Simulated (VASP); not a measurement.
Runs of VASP 6.6.1 on Ru. The structure is that of space group P6/mmm (No. 191), or close to it. The cells are those of the table. 

```csv
task,potentials or basis,cell,cutoff (eV),second run,gap on the mesh (eV),pressure (GPa)
single point,"VASP PAW PBE potentials, release 64 (Ru_pv)","a = 2.658, b = 2.658, c = 2.460 Å, angles 90.0, 90.0, 120.0°, 1 atom",520,-,none,(a)
relaxation of cell and atoms,"VASP PAW PBE potentials, release 64 (Ru_pv)","relaxed to -0.3 GPa from a = 2.630, b = 2.630, c = 2.473 Å, angles 90.0, 90.0, 120.0°, 1 atom",600,-,none,-0.3
relaxation of cell and atoms,"VASP PAW PBE potentials, release 64 (Ru_pv)","relaxed to -0.3 GPa from a = 2.658, b = 2.658, c = 2.460 Å, angles 90.0, 90.0, 120.0°, 1 atom",600,-,none,-0.3
single point,"VASP PAW PBE potentials, release 64 (Ru_sv)","a = 2.658, b = 2.658, c = 2.460 Å, angles 90.0, 90.0, 120.0°, 1 atom",600,valence_matched,none,-0.5
```

Alike in all rows: level PBE; no spin polarisation; k mesh 17 × 17 × 16; smearing fermi-dirac 0.05 eV.

Task: Fill in the values left out.

Result: (a) -0.2.

Caveats: the cell is relaxed towards a set pressure, so the enthalpy falls and the energy may rise (some runs).

A k mesh can miss the band edges, and the runs leave out spin-orbit coupling on Ru.

A gap of «none» marks levels without a gap at the run's occupations.

The runs don't all hold the same shells in valence.
